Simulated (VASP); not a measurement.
The system is SiNi3.

```xyz
4
Lattice="3.5655 0.0000 0.0000 0.0000 3.5655 0.0000 0.0000 0.0000 3.5655" Properties=species:S:1:pos:R:3 pbc="T T T"
Ni    1.7827    1.7827    0.0000
Ni    1.7827    0.0000    1.7827
Ni    0.0000    1.7827    1.7827
Si    0.0000    0.0000    0.0000
```

This cell differs from its parent crystal: volume scaled by 1.02.

Base run:

- Program: VASP 6.6.1
- Functional: PBE
- Potentials or basis: VASP PAW PBE potentials, release 64 (Ni, Si)
- Cutoff: 520 eV
- k mesh: 8 × 8 × 8
- Occupations: fermi-dirac, width 0.05 eV
- Spin: collinear spin, ferromagnetic start
- Starting moments: [1.0, 1.0, 1.0, 0.0] μB

Its results: band gap on the k mesh zero (filled and empty bands overlap); pressure -9.4 GPa; net moment 0.00 μB per cell.

The run is repeated on the same cell with these changes: functional from PBE to r2SCAN. What comes out?

Band gap on the k mesh zero (filled and empty bands overlap); pressure -16.4 GPa; net moment 0.00 μB per cell.

Caveats: the PAW data sets were made with another functional, which shifts forces and pressure a little (some runs).
